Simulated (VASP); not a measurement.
# In2Sb (P6_3/mmc) in VASP: a series of runs

The runs below take In2Sb through single point, with r2SCAN.

All numbers are computed with VASP 6.6.1; they aren't measurements. Logs are shortened: lines on timing, memory, paths and dates and some standing lists are left out, and cuts for length are marked.

## 1. The cell of the first run

Symmetry: P6_3/mmc, No. 194, hexagonal system. Conventional cell: a = 5.380 Å, b = 5.380 Å, c = 6.723 Å, α = 90.00°, β = 90.00°, γ = 120.00°. In (site symmetry -6m2) has 5 Sb at 3.11 to 3.36 Å and 6 In at 3.53 Å within 4.1 Å. In (site symmetry -3m) has 8 In at 3.36 to 3.53 Å and 6 Sb at 3.53 Å within 4.4 Å. Within 4.1 Å of Sb (site symmetry -6m2) lie 11 In at 3.11 to 3.53 Å.

## 2. Single point, r2SCAN

POSCAR reads:

```
In2Sb
1.0
    5.3799042018      0.0000000000      0.0000000000
   -2.6899521009      4.6591337087      0.0000000000
    0.0000000000      0.0000000000      6.7225520000
In Sb
4 2
Direct
    0.6666666667      0.3333333333      0.2500000000
    0.3333333333      0.6666666667      0.7500000000
    0.0000000000      0.0000000000      0.5000000000
    0.0000000000      0.0000000000      0.0000000000
    0.6666666667      0.3333333333      0.7500000000
    0.3333333333      0.6666666667      0.2500000000
```

INCAR.step1 reads:

```
PREC = Accurate
ENCUT = 520
ISMEAR = 0
SIGMA = 0.1
LREAL = False
LASPH = True
NELM = 100
NBANDS = 40
GGA = PE
ALGO = Normal
EDIFF = 1E-4
LWAVE = True
LCHARG = False
```

INCAR.step2 reads:

```
PREC = Accurate
ENCUT = 520
EDIFF = 1E-6
ISMEAR = 0
SIGMA = 0.1
LREAL = False
LASPH = True
NELM = 100
ALGO = Normal
ISIF = 2
LWAVE = False
LCHARG = True
METAGGA = R2SCAN
LMIXTAU = True
LELF = True
LVHAR = True
NBANDS = 40
ISTART = 1
```

KPOINTS reads:

```
Automatic mesh
0
Gamma
  1 1 1
```

Potentials or basis: VASP PAW PBE potentials, release 64 (In_d, Sb).

Launch:

```
$ cat potpaw_PBE.64/In_d/POTCAR potpaw_PBE.64/Sb/POTCAR > POTCAR
$ cp INCAR.step1 INCAR
$ mpirun -np 1 vasp_gam > vasp.out
$ cp INCAR.step2 INCAR
$ mpirun -np 1 vasp_gam > vasp.out
```

OUTCAR:

```text
PREC = Accurate
   ENCUT = 520
   EDIFF = 1E-6
   ISMEAR = 0
   LREAL = False
   LASPH = True
   NELM = 100
   ISIF = 2
   METAGGA = R2SCAN
   ISTART = 1

 ion  position               nearest neighbor table
   1  0.667  0.333  0.250-   6 3.11   6 3.11   6 3.11   5 3.36   5 3.36   3 3.53   4 3.53   3 3.53
                             4 3.53   3 3.53   4 3.53
   2  0.333  0.667  0.750-   5 3.11   5 3.11   5 3.11   6 3.36   6 3.36   3 3.53   4 3.53   4 3.53
                             3 3.53   4 3.53   3 3.53
   3  0.000  0.000  0.500-   4 3.36   4 3.36   1 3.53   5 3.53   6 3.53   2 3.53   1 3.53   5 3.53
                             2 3.53   6 3.53   1 3.53   5 3.53   2 3.53   6 3.53
   4  0.000  0.000  0.000-   3 3.36   3 3.36   1 3.53   5 3.53   6 3.53   2 3.53   1 3.53   5 3.53
                             2 3.53   6 3.53   1 3.53   5 3.53   2 3.53   6 3.53
   5  0.667  0.333  0.750-   2 3.11   2 3.11   2 3.11   1 3.36   1 3.36   3 3.53   4 3.53   3 3.53
                             4 3.53   3 3.53   4 3.53
   6  0.333  0.667  0.250-   1 3.11   1 3.11   1 3.11   2 3.36   2 3.36   3 3.53   4 3.53   4 3.53
                             3 3.53   4 3.53   3 3.53

  LATTYP: Found a hexagonal cell.
 ALAT       =     5.3799042018
 C/A-ratio  =     1.2495672317

  Lattice vectors:

 A1 = (   5.3799042018,   0.0000000000,   0.0000000000)
 A2 = (  -2.6899521009,   4.6591337087,   0.0000000000)
 A3 = (   0.0000000000,   0.0000000000,   6.7225520000)

Analysis of symmetry for initial positions (statically):
=====================================================================
 Subroutine PRICEL returns:
 Original cell was already a primitive cell.

 Routine SETGRP: Setting up the symmetry group for a
 hexagonal supercell.

 Subroutine GETGRP returns: Found 24 space group operations
 (whereof 12 operations were pure point group operations)
 out of a pool of 24 trial point group operations.

The static configuration has the point symmetry D_3d.
 The point group associated with its full space group is D_6h.

Analysis of symmetry for dynamics (positions and initial velocities):
=====================================================================
 Subroutine PRICEL returns:
 Original cell was already a primitive cell.

 Routine SETGRP: Setting up the symmetry group for a
 hexagonal supercell.

 Subroutine GETGRP returns: Found 24 space group operations
 (whereof 12 operations were pure point group operations)
 out of a pool of 24 trial point group operations.

The dynamic configuration has the point symmetry D_3d.
 The point group associated with its full space group is D_6h.

 Subroutine INISYM returns: Found 24 space group operations
 (whereof 12 operations are pure point group operations),
 and found     1 'primitive' translations

----------------------------------------------------------------------------------------

                                     Primitive cell

  volume of cell :     168.5054

  direct lattice vectors                    reciprocal lattice vectors
     5.379904202  0.000000000  0.000000000     0.185876916  0.107316087  0.000000000
    -2.689952101  4.659133709  0.000000000     0.000000000  0.214632175  0.000000000
     0.000000000  0.000000000  6.722552000     0.000000000  0.000000000  0.148753033

  length of vectors
     5.379904202  5.379904202  6.722552000     0.214632175  0.214632175  0.148753033

  position of ions in fractional coordinates (direct lattice)
     0.666666667  0.333333333  0.250000000
     0.333333333  0.666666667  0.750000000
     0.000000000  0.000000000  0.500000000
     0.000000000  0.000000000  0.000000000
     0.666666667  0.333333333  0.750000000
     0.333333333  0.666666667  0.250000000

  ion indices of the primitive-cell ions
   primitive index   ion index
                 1           1
                 2           2
                 3           3
                 4           4
                 5           5
                 6           6

----------------------------------------------------------------------------------------

 KPOINTS: Automatic mesh

Automatic generation of k-mesh.
 Grid dimensions read from file:
 generate k-points for:    1    1    1

 Generating k-lattice:

  Cartesian coordinates                     Fractional coordinates (reciprocal lattice)
     0.185876916  0.107316087  0.000000000     1.000000000  0.000000000  0.000000000
     0.000000000  0.214632175  0.000000000     0.000000000  1.000000000  0.000000000
     0.000000000  0.000000000  0.148753033     0.000000000  0.000000000  1.000000000

  Length of vectors
     0.214632175  0.214632175  0.148753033

  Shift w.r.t. Gamma in fractional coordinates (k-lattice)
     0.000000000  0.000000000  0.000000000

 Subroutine IBZKPT returns following result:
 ===========================================

 Found      1 irreducible k-points:

 Following reciprocal coordinates:
            Coordinates               Weight
[... 23 lines left out ...]
   IBRION =     -1    ionic relax: 0-MD 1-quasi-New 2-CG
   NFREE  =      0    steps in history (QN), initial steepest desc. (CG)
   ISIF   =      2    stress and relaxation
   ISYM   =      2    0-nonsym 1-usesym 2-fastsym
   POTIM  = 0.5000    time-step for ionic-motion
   TEBEG  =    0.0;   TEEND  =   0.0 temperature during run
   PSTRESS=    0.0 pullay stress
   NELECT =      62.0000    total number of electrons
   NUPDOWN=      -1.0000    fix difference up-down
   EMIN   =  10.00;   EMAX   =-10.00  energy-range for DOS
   EFERMI =   0.00;   METHOD = LEGACY
   ISMEAR =     0;   SIGMA  =   0.10  broadening in eV -4-tet -1-fermi 0-gaus
   EFERMI_NEDOS =   21; number of points for ismear=-14 and -15
   IALGO  =     38    algorithm
   IMIX   =      4    mixing-type and parameters
     AMIX     =   0.40;   BMIX     =  1.00
     AMIX_MAG =   1.60;   BMIX_MAG =  1.00
  volume/ion in A,a.u.               =      28.08       189.52
  Fermi-wavevector in a.u.,A,eV,Ry     =   1.173097  2.216833 18.723762  1.376158
  Thomas-Fermi vector in A             =   2.309516
   LORBIT       =      0    0 simple, 1 ext, 2 COOP (PROOUT), +10 PAW based schemes
   METAGGA = R2SCAN    functional components
   LHFCALC =     F    Hartree Fock is set to
   AEXX    =    0.0000 exact exchange contribution
   IVDW    =     0    specifies the selected vdW correction
   LEPSILON=     F    determine dielectric tensor
   LRPA    =     F    only Hartree local field effects (RPA)
 non-spin polarized calculation
 Gauss-broadening in eV      SIGMA  =   0.10
  energy-cutoff  :      520.00
  volume of cell :      168.51
 maximum number of plane-waves:      2272
   NGX = 21   NGY = 21   NGZ = 25

 number of electron      62.0000005 magnetization

 Free energy of the ion-electron system (eV)
  ---------------------------------------------------
  ext. energy  EPLUGINS =         0.00000000
  ---------------------------------------------------
  free energy    TOTEN  =      -133.01345961 eV

  energy without entropy =     -132.92841610  energy(sigma->0) =     -132.97093786

 E-fermi :   6.9528     XC(G=0): -10.4588

 val. band max:        6.8887395291   @ k =   0.0000   0.0000   0.0000
 cond. band min:       7.0484238566   @ k =   0.0000   0.0000   0.0000
 fundamental gap:      0.1596843275
 Fermi energy:         6.9528345984

 k-point     1 :       0.0000    0.0000    0.0000
  band No.  band energies     occupation
      1      -9.2410      2.00000
      2      -9.1178      2.00000
      3      -9.1178      2.00000
      4      -8.9986      2.00000
      5      -8.9986      2.00000
      6      -8.9582      2.00000
      7      -8.9581      2.00000
      8      -8.9486      2.00000
      9      -8.9450      2.00000
     10      -8.9450      2.00000
     11      -7.5933      2.00000
     12      -7.5933      2.00000
     13      -7.5796      2.00000
     14      -7.5796      2.00000
     15      -7.5650      2.00000
     16      -7.5097      2.00000
     17      -7.5097      2.00000
     18      -7.5029      2.00000
     19      -7.5019      2.00000
     20      -7.5019      2.00000
     21      -3.8764      2.00000
     22      -1.7094      2.00000
     23       1.3167      2.00000
     24       2.4956      2.00000
     25       3.0927      2.00000
     26       4.9268      2.00000
     27       4.9268      2.00000
     28       5.2641      2.00000
     29       5.2641      2.00000
     30       5.8557      2.00000
     31       6.8887      1.63530
     32       7.0484      0.17643
     33       7.0484      0.17639
     34       7.1307      0.01189
     35       7.3466      0.00000
     36       9.1573      0.00000
     37       9.1573      0.00000
     38       9.7296      0.00000
     39       9.7296      0.00000
     40      10.8954      0.00000

------------------------ aborting loop because EDIFF is reached ----------------------------------------

  FORCE on cell =-STRESS in cart. coord.  units (eV):
  Direction    XX          YY          ZZ          XY          YZ          ZX
  --------------------------------------------------------------------------------------
  -------------------------------------------------------------------------------------
  Total       28.4507639     28.4507639    -21.1621847     -0.0000000      0.0000000     -0.0000000
  in kB      270.5145489    270.5145489   -201.2135378     -0.0000000      0.0000000     -0.0000000
  external PRESSURE =     113.2718533 kB  Pullay stress =       0.0000000 kB

 VOLUME and BASIS-vectors are now :
 -----------------------------------------------------------------------------
  energy-cutoff  :      520.00
  volume of cell :      168.51
      direct lattice vectors                 reciprocal lattice vectors
     5.379904202  0.000000000  0.000000000     0.185876916  0.107316087  0.000000000
    -2.689952101  4.659133709  0.000000000     0.000000000  0.214632175  0.000000000
     0.000000000  0.000000000  6.722552000     0.000000000  0.000000000  0.148753033

 POSITION                                       TOTAL-FORCE (eV/Angst)
 -----------------------------------------------------------------------------------
      2.68995      1.55304      1.68064        -0.000000     -0.000000      0.000000
     -0.00000      3.10609      5.04191         0.000000      0.000000     -0.000000
      0.00000      0.00000      3.36128        -0.000000      0.000000     -0.000000
      0.00000      0.00000      0.00000        -0.000000      0.000000     -0.000000
      2.68995      1.55304      5.04191        -0.000000      0.000000      0.000000
     -0.00000      3.10609      1.68064         0.000000     -0.000000      0.000000
 -----------------------------------------------------------------------------------
    total drift:                               -0.000000     -0.000000      0.000000

  FREE ENERGIE OF THE ION-ELECTRON SYSTEM (eV)
  ---------------------------------------------------
  free  energy   TOTEN  =      -133.0134596148 eV

  energy  without entropy=     -132.9284160957  energy(sigma->0) =     -132.97093786
```

It took 64 s on 1 thread of Intel Xeon Platinum 8488C (Sapphire Rapids), shared host; peak memory 0.28 GiB.

Results:

```yaml
Free_energy: -133.0135 eV
Pressure: 11.3 GPa
```

Stress tensor (GPa, compression positive):
```
 27.05   0.00   0.00
  0.00  27.05   0.00
  0.00   0.00 -20.12
```

Levels at points of the mesh, in eV from the Fermi level:
| k point | band 28 | band 29 | band 30 | band 31 | band 32 | band 33 | band 34 | band 35 |
| --- | --- | --- | --- | --- | --- | --- | --- | --- |
| (0.00, 0.00, 0.00) | -1.69 | -1.69 | -1.10 | -0.06 | 0.10 | 0.10 | 0.18 | 0.39 |

Caveat: the k points lie up to 1.35 Å⁻¹ apart, too coarse for converged energies, forces and pressures; the PAW data sets were made with another functional, which shifts forces and pressure a little; spin-orbit coupling is left out, which moves the levels of the heavy elements.

## 3. Single point, r2SCAN

This run uses another cell than the first one, of 189.52 Å³/atom.

POSCAR: that of step 2 with these lines changed.

```diff
@@ -2,5 +2,5 @@
 1.0
-    5.3799042018      0.0000000000      0.0000000000
-   -2.6899521009      4.6591337087      0.0000000000
-    0.0000000000      0.0000000000      6.7225520000
+   10.1665495700      0.0000000000      0.0000000000
+   -5.0832747850      8.8044901965      0.0000000000
+    0.0000000000      0.0000000000     12.7037872016
 In Sb
```

INCAR.step1 reads:

```
ALGO = Normal ; EDIFF = 1E-4
ENCUT = 520 ; GGA = PE
ISMEAR = 0 ; LASPH = True
LCHARG = False ; LREAL = False
LWAVE = True ; NBANDS = 40
NELM = 80 ; PREC = Accurate
SIGMA = 0.1
```

INCAR.step2 reads:

```
ALGO = Normal ; EDIFF = 1E-7
ENCUT = 520 ; ISIF = 2
ISMEAR = 0 ; ISTART = 1
LASPH = True ; LCHARG = True
LELF = True ; LMIXTAU = True
LREAL = False ; LVHAR = True
LWAVE = False ; METAGGA = R2SCAN
NBANDS = 40 ; NELM = 80
PREC = Accurate ; SIGMA = 0.1
```

KPOINTS reads:

```
k-points
0
Gamma
  3 3 2
```

Potentials or basis: VASP PAW PBE potentials, release 64 (In_d, Sb).

Launch:

```
$ cat potpaw_PBE.64/In_d/POTCAR potpaw_PBE.64/Sb/POTCAR > POTCAR
$ cp INCAR.step1 INCAR
$ mpirun -np 1 vasp_std > vasp.out
$ cp INCAR.step2 INCAR
$ mpirun -np 1 vasp_std > vasp.out
```

Wall time 44 min (1 thread of Intel Xeon Platinum 8488C (Sapphire Rapids), shared host); peak memory 1.4 GiB.

It converged, with:

* Free energy: -125.6613 eV
* Pressure: -0.7 GPa
* Band gap on the k mesh: zero (bands 31 and 32 overlap by 0.09 eV)

Stress tensor (GPa, compression positive):
```
-0.81  0.00  0.00
 0.00 -0.81  0.00
 0.00  0.00 -0.61
```

Levels at points of the mesh, in eV from the Fermi level:
| k point | band 30 | band 31 | band 32 | band 33 | band 34 | band 35 |
| --- | --- | --- | --- | --- | --- | --- |
| (0.00, 0.00, 0.00) | -0.04 | -0.04 | 0.00 | 0.02 | 0.23 | 0.23 |
| (0.00, 0.00, 0.50) | -0.06 | -0.01 | -0.01 | 0.27 | 0.27 | 0.30 |

Caveat: the atoms stand far beyond bonding distance; semilocal functionals underestimate gaps, and a narrow one can read as zero; the PAW data sets were made with another functional, which shifts forces and pressure a little; spin-orbit coupling is left out, which moves the levels of the heavy elements.

## 4. Single point, r2SCAN

POSCAR: that of step 3 with these lines changed.

```diff
@@ -2,5 +2,5 @@
 1.0
-   10.1665495700      0.0000000000      0.0000000000
-   -5.0832747850      8.8044901965      0.0000000000
-    0.0000000000      0.0000000000     12.7037872016
+    5.3799042018      0.0000000000      0.0000000000
+   -2.6899521009      4.6591337087      0.0000000000
+    0.0000000000      0.0000000000      6.7225520000
 In Sb
```

INCAR.step1 reads:

```
  ALGO = Normal
  EDIFF = 1E-4
  ENCUT = 520
  GGA = PE
  ISMEAR = 1
  LASPH = True
  LCHARG = False
  LREAL = False
  LWAVE = True
  NBANDS = 40
  NELM = 60
  PREC = Accurate
  SIGMA = 0.5
```

INCAR.step2 reads:

```
  ALGO = Normal
  EDIFF = 1E-6
  ENCUT = 520
  ISIF = 2
  ISMEAR = 1
  ISTART = 1
  LASPH = True
  LCHARG = False
  LMIXTAU = True
  LREAL = False
  LWAVE = False
  METAGGA = R2SCAN
  NBANDS = 40
  NELM = 60
  PREC = Accurate
  SIGMA = 0.5
```

KPOINTS reads:

```
k-points
0
Gamma
  12 12 6
```

Launch:

```
$ cat potpaw_PBE.64/In_d/POTCAR potpaw_PBE.64/Sb/POTCAR > POTCAR
$ cp INCAR.step1 INCAR
$ mpirun -np 1 vasp_std > vasp.out
$ cp INCAR.step2 INCAR
$ mpirun -np 1 vasp_std > vasp.out
```

Wall time 60 min (1 thread of Oxide Virtual Turin-like, shared host); peak memory 0.55 GiB.

The run converged. Its results:

```
Free energy            : -141.6069 eV
Pressure               : -1.0 GPa
Band gap on the k mesh : zero (bands 31 and 32 overlap by 2.21 eV)
```

Stress tensor (GPa, compression positive):
```
-0.41  0.00  0.00
 0.00 -0.41  0.00
 0.00  0.00 -2.05
```

Levels at points of the mesh, in eV from the Fermi level:
| k point | band 28 | band 29 | band 30 | band 31 | band 32 | band 33 | band 34 | band 35 |
| --- | --- | --- | --- | --- | --- | --- | --- | --- |
| (0.00, 0.00, 0.00) | -1.91 | -1.91 | -1.41 | -0.68 | -0.34 | -0.34 | 0.11 | 0.65 |
| (0.50, 0.00, 0.00) | -3.76 | -1.84 | -1.61 | -1.26 | 1.48 | 1.69 | 2.49 | 3.63 |
| (0.00, 0.00, 0.50) | -2.06 | -2.06 | -2.06 | -1.12 | -1.12 | -0.19 | -0.19 | -0.19 |
| (0.50, 0.00, 0.50) | -3.30 | -0.74 | -0.74 | 0.58 | 0.58 | 2.62 | 2.62 | 3.16 |

Caveat: so wide a smearing shifts energies and pressures; the PAW data sets were made with another functional, which shifts forces and pressure a little; spin-orbit coupling is left out, which moves the levels of the heavy elements.

## 5. Single point, r2SCAN

POSCAR is that of step 4.

INCAR.step1 reads:

```
SYSTEM = In2Sb
PREC = Accurate
ENCUT = 520
ISMEAR = 1
SIGMA = 0.01
LREAL = .False.
LASPH = .True.
NELM = 100
NBANDS = 40
GGA = PE
ALGO = Normal
EDIFF = 1E-4
LWAVE = .True.
LCHARG = .False.
```

INCAR.step2 reads:

```
SYSTEM = In2Sb
PREC = Accurate
ENCUT = 520
EDIFF = 1E-6
ISMEAR = 1
SIGMA = 0.01
LREAL = .False.
LASPH = .True.
NELM = 100
ALGO = Normal
ISIF = 2
LWAVE = .False.
LCHARG = .True.
METAGGA = R2SCAN
LMIXTAU = .True.
LELF = .True.
LVHAR = .True.
NBANDS = 40
ISTART = 1
```

KPOINTS reads:

```
regular mesh
0
Gamma
  12 12 6
  0 0 0
```

Launch:

```
$ cat potpaw_PBE.64/In_d/POTCAR potpaw_PBE.64/Sb/POTCAR > POTCAR
$ cp INCAR.step1 INCAR
$ mpirun -np 1 vasp_std > vasp.out
$ cp INCAR.step2 INCAR
$ mpirun -np 1 vasp_std > vasp.out
```

It took 41 min on 1 thread of Oxide Virtual Turin-like, shared host; peak memory 0.54 GiB.

Results (log left out):

* Free energy: -141.5899 eV
* Pressure: -0.9 GPa
* Band gap on the k mesh: zero (bands 31 and 32 overlap by 2.21 eV)

Stress tensor (GPa, compression positive):
```
-0.32  0.00  0.00
 0.00 -0.32  0.00
 0.00  0.00 -2.16
```

Levels at points of the mesh, in eV from the Fermi level:
| k point | band 29 | band 30 | band 31 | band 32 | band 33 | band 34 |
| --- | --- | --- | --- | --- | --- | --- |
| (0.00, 0.00, 0.00) | -1.97 | -1.48 | -0.74 | -0.40 | -0.40 | 0.06 |
| (0.50, 0.00, 0.00) | -1.91 | -1.66 | -1.32 | 1.42 | 1.63 | 2.43 |
| (0.00, 0.00, 0.50) | -2.12 | -2.12 | -1.18 | -1.18 | -0.25 | -0.25 |
| (0.50, 0.00, 0.50) | -0.80 | -0.80 | 0.52 | 0.52 | 2.56 | 2.56 |

Caveat: the PAW data sets were made with another functional, which shifts forces and pressure a little; spin-orbit coupling is left out, which moves the levels of the heavy elements.

## 6. Overview

```tsv
cell	k mesh	smearing	gap on the mesh (eV)	pressure (GPa)
a = 5.380, b = 5.380, c = 6.723 Å, angles 90.0, 90.0, 120.0°, 6 atoms	1 × 1 × 1	gaussian 0.1 eV	-	11.3
a = 10.167, b = 10.167, c = 12.704 Å, angles 90.0, 90.0, 120.0°, 6 atoms	3 × 3 × 2	gaussian 0.1 eV	none	-0.7
a = 5.380, b = 5.380, c = 6.723 Å, angles 90.0, 90.0, 120.0°, 6 atoms	12 × 12 × 6	methfessel-paxton 0.5 eV	none	-1.0
a = 5.380, b = 5.380, c = 6.723 Å, angles 90.0, 90.0, 120.0°, 6 atoms	12 × 12 × 6	methfessel-paxton 0.01 eV	none	-0.9
```

Alike in all rows: task single point; level r2SCAN; potentials or basis VASP PAW PBE potentials, release 64 (In_d, Sb); no spin polarisation; cutoff (eV) 520.

Caveats: some runs use coarse meshes; the PAW data sets were made with another functional, which shifts forces and pressure a little; spin-orbit coupling is left out, which moves the levels of the heavy elements; the atoms stand far beyond bonding distance (at least some runs); semilocal functionals underestimate gaps, and a narrow one can read as zero (at least some runs); so wide a smearing shifts energies and pressures (at least some runs).

Absolute energies hang on the potentials; compare differences alone.

The gap in the log of VASP goes by the Fermi energy; the results here count the filled bands.